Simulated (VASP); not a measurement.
# PbS (R-3m) in VASP: notebook

The runs below take PbS through electric field gradients, with PBE.

All numbers are computed with VASP 6.6.1; they aren't measurements. Logs are shortened: lines on timing, memory, paths and dates and some standing lists are left out, and cuts for length are marked.

## (1) The cell of the first run

Symmetry: R-3m, No. 166, trigonal system. Conventional cell: a = 4.256 Å, b = 4.256 Å, c = 9.963 Å, α = 90.00°, β = 90.00°, γ = 120.00°. Pb (site symmetry -3m) has 6 S at 2.97 Å within 3.9 Å. Within 3.9 Å of S (site symmetry -3m) lie 6 Pb at 2.97 Å.

## (2) Electric field gradients, PBE (equal xy, yz and zx shear strains of -3 %)

INCAR reads:

```
SYSTEM = PbS
PREC = Accurate
ENCUT = 520
EDIFF = 1E-8
ISMEAR = -1
SIGMA = 0.01
LREAL = .False.
LASPH = .True.
NELM = 100
ALGO = Normal
ISIF = 2
LWAVE = .False.
LCHARG = .False.
GGA = PE
LEFG = .True.
NBANDS = 17
```

KPOINTS reads:

```
regular mesh
0
Gamma
  8 8 8
  0 0 0
```

POSCAR reads:

```
PbS
1.0
   -0.0889500000      2.9205250000      2.9205250000
    2.9205250000     -0.0889500000      2.9205250000
    2.9205250000      2.9205250000     -0.0889500000
Pb S
1 1
Direct
    0.0000000000      0.0000000000      0.0000000000
    0.5000000000      0.5000000000      0.5000000000
```

Potentials or basis: VASP PAW PBE potentials, release 64 (Pb_d, S).

Command:

```bash
cat potpaw_PBE.64/Pb_d/POTCAR potpaw_PBE.64/S/POTCAR > POTCAR
mpirun -np 1 vasp_std > vasp.out
```

OUTCAR:

```text
SYSTEM = PbS
   PREC = Accurate
   ENCUT = 520
   EDIFF = 1E-8
   ISMEAR = -1
   LREAL = .False.
   LASPH = .True.
   NELM = 100
   ISIF = 2
   GGA = PE

 ion  position               nearest neighbor table
   1  0.000  0.000  0.000-   2 2.97   2 2.97   2 2.97   2 2.97   2 2.97   2 2.97
   2  0.500  0.500  0.500-   1 2.97   1 2.97   1 2.97   1 2.97   1 2.97   1 2.97

  LATTYP: Found a trigonal (rhomboedric) cell.
 ALAT       =     4.1312037778
 COS(alpha) =     0.4693254694

  Lattice vectors:

 A1 = (  -0.0889500000,   2.9205250000,   2.9205250000)
 A2 = (   2.9205250000,  -0.0889500000,   2.9205250000)
 A3 = (   2.9205250000,   2.9205250000,  -0.0889500000)

Analysis of symmetry for initial positions (statically):
=====================================================================
 Subroutine PRICEL returns:
 Original cell was already a primitive cell.

 Routine SETGRP: Setting up the symmetry group for a
 trigonal (rhombohedral) supercell.

 Subroutine GETGRP returns: Found 12 space group operations
 (whereof 12 operations were pure point group operations)
 out of a pool of 12 trial point group operations.

The static configuration has the point symmetry D_3d.

Analysis of symmetry for dynamics (positions and initial velocities):
=====================================================================
 Subroutine PRICEL returns:
 Original cell was already a primitive cell.

 Routine SETGRP: Setting up the symmetry group for a
 trigonal (rhombohedral) supercell.

 Subroutine GETGRP returns: Found 12 space group operations
 (whereof 12 operations were pure point group operations)
 out of a pool of 12 trial point group operations.

The dynamic configuration has the point symmetry D_3d.

 Subroutine INISYM returns: Found 12 space group operations
 (whereof 12 operations are pure point group operations),
 and found     1 'primitive' translations

----------------------------------------------------------------------------------------

                                     Primitive cell

  volume of cell :      52.0964

  direct lattice vectors                    reciprocal lattice vectors
    -0.088950000  2.920525000  2.920525000    -0.163572730  0.168711140  0.168711140
     2.920525000 -0.088950000  2.920525000     0.168711140 -0.163572730  0.168711140
     2.920525000  2.920525000 -0.088950000     0.168711140  0.168711140 -0.163572730

  length of vectors
     4.131203778  4.131203778  4.131203778     0.289280030  0.289280030  0.289280030

  position of ions in fractional coordinates (direct lattice)
     0.000000000  0.000000000  0.000000000
     0.500000000  0.500000000  0.500000000

  ion indices of the primitive-cell ions
   primitive index   ion index
                 1           1
                 2           2

----------------------------------------------------------------------------------------

 KPOINTS: regular mesh

Automatic generation of k-mesh.
 Grid dimensions read from file:
 generate k-points for:    8    8    8

 Generating k-lattice:

  Cartesian coordinates                     Fractional coordinates (reciprocal lattice)
    -0.020446591  0.021088893  0.021088893     0.125000000  0.000000000  0.000000000
     0.021088893 -0.020446591  0.021088893     0.000000000  0.125000000  0.000000000
     0.021088893  0.021088893 -0.020446591     0.000000000  0.000000000  0.125000000

  Length of vectors
     0.036160004  0.036160004  0.036160004

  Shift w.r.t. Gamma in fractional coordinates (k-lattice)
     0.000000000  0.000000000  0.000000000

 Subroutine IBZKPT returns following result:
 ===========================================

 Found     65 irreducible k-points:

 Following reciprocal coordinates:
            Coordinates               Weight
  0.000000  0.000000  0.000000      1.000000
  0.125000 -0.000000 -0.000000      6.000000
  0.250000 -0.000000 -0.000000      6.000000
  0.375000 -0.000000 -0.000000      6.000000
  0.500000 -0.000000 -0.000000      3.000000
  0.125000  0.125000 -0.000000      6.000000
[... 16 lines left out ...]
  0.250000  0.125000  0.125000      6.000000
  0.375000  0.125000  0.125000      6.000000
 [... further k-points ...]
   k-points           NKPTS =     65   k-points in BZ     NKDIM =     65   number of bands    NBANDS=     17
   number of dos      NEDOS =    301   number of ions     NIONS =      2
   total plane-waves  NPLWV =  32768
   dimension x,y,z NGX =    32 NGY =   32 NGZ =   32
   dimension x,y,z NGXF=    64 NGYF=   64 NGZF=   64
   ions per type =               1   1
   NGX,Y,Z   is equivalent  to a cutoff of  12.88, 12.88, 12.88 a.u.
   NGXF,Y,Z  is equivalent  to a cutoff of  25.75, 25.75, 25.75 a.u.
 SYSTEM =  PbS
   PREC   = accura    normal or accurate (medium, high low for compatibility)
   ISTART =      0    job   : 0-new  1-cont  2-samecut
   ICHARG =      2    charge: 1-file 2-atom 10-const
   ISPIN  =      1    spin polarized calculation?
   LNONCOLLINEAR =      F non collinear calculations
   LSORBIT =      F    spin-orbit coupling
   LASPH  =      T    aspherical Exc in radial PAW
   ENCUT  =  520.0 eV  38.22 Ry    6.18 a.u.   7.68  7.68  7.68*2*pi/ulx,y,z
   NELM   =    100;   NELMIN=  2; NELMDL= -5     # of ELM steps
   EDIFF  = 0.1E-07   stopping-criterion for ELM
   LREAL  =      F    real-space projection
   EDIFFG = 0.1E-06   stopping-criterion for IOM
   NSW    =      0    number of steps for IOM
   IBRION =     -1    ionic relax: 0-MD 1-quasi-New 2-CG
   NFREE  =      0    steps in history (QN), initial steepest desc. (CG)
   ISIF   =      2    stress and relaxation
   ISYM   =      2    0-nonsym 1-usesym 2-fastsym
   POTIM  = 0.5000    time-step for ionic-motion
   TEBEG  =    0.0;   TEEND  =   0.0 temperature during run
   PSTRESS=    0.0 pullay stress
   NELECT =      20.0000    total number of electrons
   NUPDOWN=      -1.0000    fix difference up-down
   EMIN   =  10.00;   EMAX   =-10.00  energy-range for DOS
   EFERMI =   0.00;   METHOD = LEGACY
   ISMEAR =    -1;   SIGMA  =   0.01  broadening in eV -4-tet -1-fermi 0-gaus
   EFERMI_NEDOS =   21; number of points for ismear=-14 and -15
   IALGO  =     38    algorithm
   IMIX   =      4    mixing-type and parameters
     AMIX     =   0.40;   BMIX     =  1.00
     AMIX_MAG =   1.60;   BMIX_MAG =  1.00
  volume/ion in A,a.u.               =      26.05       175.78
  Fermi-wavevector in a.u.,A,eV,Ry     =   1.189823  2.248439 19.261464  1.415678
  Thomas-Fermi vector in A             =   2.325921
   LORBIT       =      0    0 simple, 1 ext, 2 COOP (PROOUT), +10 PAW based schemes
   GGA     = PE    functional components
   LHFCALC =     F    Hartree Fock is set to
   AEXX    =    0.0000 exact exchange contribution
   IVDW    =     0    specifies the selected vdW correction
   LEPSILON=     F    determine dielectric tensor
   LRPA    =     F    only Hartree local field effects (RPA)
 non-spin polarized calculation
  energy-cutoff  :      520.00
  volume of cell :       52.10
 maximum number of plane-waves:      1419
   NGX = 15   NGY = 15   NGZ = 15

 number of electron      20.0000003 magnetization

 Free energy of the ion-electron system (eV)
  ---------------------------------------------------
  ext. energy  EPLUGINS =         0.00000000
  ---------------------------------------------------
  free energy    TOTEN  =        -8.74671303 eV

  energy without entropy =       -8.74669787  energy(sigma->0) =       -8.74670545

 E-fermi :   5.9401     XC(G=0):  -9.6907

 val. band max:        5.8972890734   @ k =   0.5000  -0.0000  -0.0000
 cond. band min:       5.9715867933   @ k =   0.5000   0.5000   0.5000
 fundamental gap:      0.0742977199
 Fermi energy:         5.9400716231

 k-point     1 :       0.0000    0.0000    0.0000
  band No.  band energies     occupation
      1     -10.9959      2.00000
      2     -10.9959      2.00000
      3     -10.9938      2.00000
      4     -10.9687      2.00000
      5     -10.9687      2.00000
      6      -7.7643      2.00000
[... 9 lines left out ...]
     16      12.9949      0.00000
     17      14.5403      0.00000

 k-point     2 :       0.1250   -0.0000   -0.0000
  band No.  band energies     occupation
      1     -10.9972      2.00000
      2     -10.9954      2.00000
      3     -10.9881      2.00000
      4     -10.9709      2.00000
      5     -10.9665      2.00000
      6      -7.6330      2.00000
[... 9 lines left out ...]
     16      13.2796      0.00000
     17      15.6406      0.00000
[... 421 lines left out ...]
 k-point    24 :       0.3750    0.1250    0.1250
  band No.  band energies     occupation
      1     -11.0045      2.00000
      2     -10.9994      2.00000
      3     -10.9832      2.00000
      4     -10.9602      2.00000
      5     -10.9573      2.00000
      6      -6.9893      2.00000
[... 9 lines left out ...]
     16      15.7141      0.00000
     17      16.5538      0.00000

 [... further k-points ...]
[... 5 lines left out ...]
  --------------------------------------------------------------------------------------
  -------------------------------------------------------------------------------------
  Total        0.7142594      0.7142594      0.7142594      0.1778321      0.1778321      0.1778321
  in kB       21.9663890     21.9663890     21.9663890      5.4690622      5.4690622      5.4690622
  external PRESSURE =      21.9663890 kB  Pullay stress =       0.0000000 kB

 VOLUME and BASIS-vectors are now :
 -----------------------------------------------------------------------------
  energy-cutoff  :      520.00
  volume of cell :       52.10
      direct lattice vectors                 reciprocal lattice vectors
    -0.088950000  2.920525000  2.920525000    -0.163572730  0.168711140  0.168711140
     2.920525000 -0.088950000  2.920525000     0.168711140 -0.163572730  0.168711140
     2.920525000  2.920525000 -0.088950000     0.168711140  0.168711140 -0.163572730

 POSITION                                       TOTAL-FORCE (eV/Angst)
 -----------------------------------------------------------------------------------
      0.00000      0.00000      0.00000         0.000000     -0.000000     -0.000000
      2.87605      2.87605      2.87605        -0.000000      0.000000      0.000000
 -----------------------------------------------------------------------------------
    total drift:                                0.000000     -0.000000     -0.000000

  FREE ENERGIE OF THE ION-ELECTRON SYSTEM (eV)
  ---------------------------------------------------
  free  energy   TOTEN  =        -8.7467130289 eV

  energy  without entropy=       -8.7466978700  energy(sigma->0) =       -8.74670545

 Electric field gradients (V/A^2)
---------------------------------------------------------------------
 ion       V_xx      V_yy      V_zz      V_xy      V_xz      V_yz
---------------------------------------------------------------------
   1      -0.000    -0.000     0.000     3.640     3.640     3.640
   2      -0.000     0.000     0.000    -4.405    -4.405    -4.405
---------------------------------------------------------------------

 Electric field gradients after diagonalization (V/A^2)
 (convention: |V_zz| > |V_xx| > |V_yy|)
----------------------------------------------------------------------
 ion       V_xx      V_yy      V_zz     asymmetry (V_yy - V_xx)/ V_zz
----------------------------------------------------------------------
   1      -3.640    -3.640     7.280       0.000
   2       4.405     4.405    -8.810       0.000
----------------------------------------------------------------------

           NMR quadrupolar parameters

 Cq : quadrupolar parameter    Cq=e*Q*V_zz/h
 eta: asymmetry parameters     (V_yy - V_xx)/ V_zz
 Q  : nuclear electric quadrupole moment in mb (millibarn)
----------------------------------------------------------------------
 ion       Cq(MHz)       eta       Q (mb)
----------------------------------------------------------------------
   1       0.018       0.000       1.000
   2      -0.021       0.000       1.000
----------------------------------------------------------------------
```

Wall time 20 s (1 thread of Intel Xeon 6975P-C (Granite Rapids), shared host); peak memory 0.21 GiB.

Results:

```yaml
Free_energy: -8.7467 eV
Pressure: 2.2 GPa
Band_gap_on_the_k_mesh: 0.07 eV, indirect (least direct gap 0.32 eV)
```

Stress tensor (GPa, compression positive):
```
2.20 0.55 0.55
0.55 2.20 0.55
0.55 0.55 2.20
```

Electric field gradients, principal values (V/Å²):
```
atom   least  middle  greatest (by size)
1 Pb  -3.640  -3.640               7.280
 2 S   4.405   4.405              -8.810
```

Caveat: the cell differs from its parent crystal (equal xy, yz and zx shear strains of -3 %); without QUAD_EFG the Cq values of the log hold for a quadrupole moment of 1 mb, not for the nuclei; spin-orbit coupling is left out, which moves the levels of the heavy elements.

[end of part 1 of 3]
